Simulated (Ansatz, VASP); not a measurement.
# One calculation of GaP, two programs

```
Ga P
1.0
     0.00000    2.72540    2.72540
     2.72540    0.00000    2.72540
     2.72540    2.72540    0.00000
Ga P
1 1
Direct
  0.00000 0.00000 0.00000
  0.25000 0.25000 0.25000
```

Alike in both runs: task single point; functional PBEsol; k mesh 6 × 6 × 6; no spin polarisation.

```csv
,VASP,Ansatz
version,VASP 6.6.1,Ansatz 0.2.0
potentials or method,"VASP PAW PBE potentials, release 64 (Ga_d, P)","plane waves, PAW"
plane-wave cutoff (eV),520,420
occupations,"gaussian, width 0.01 eV",fixed
valence electrons in the cell,18,18
```

|  | VASP | Ansatz | Ansatz less VASP |
| --- | --- | --- | --- |
| gap on the k mesh at the Fermi level (eV) | 1.51 | 1.51 | -0.003 |
| pressure (GPa) | -0.6 | -0.5 | +0.09 |

VASP's potentials were made for PBE, not for PBEsol.
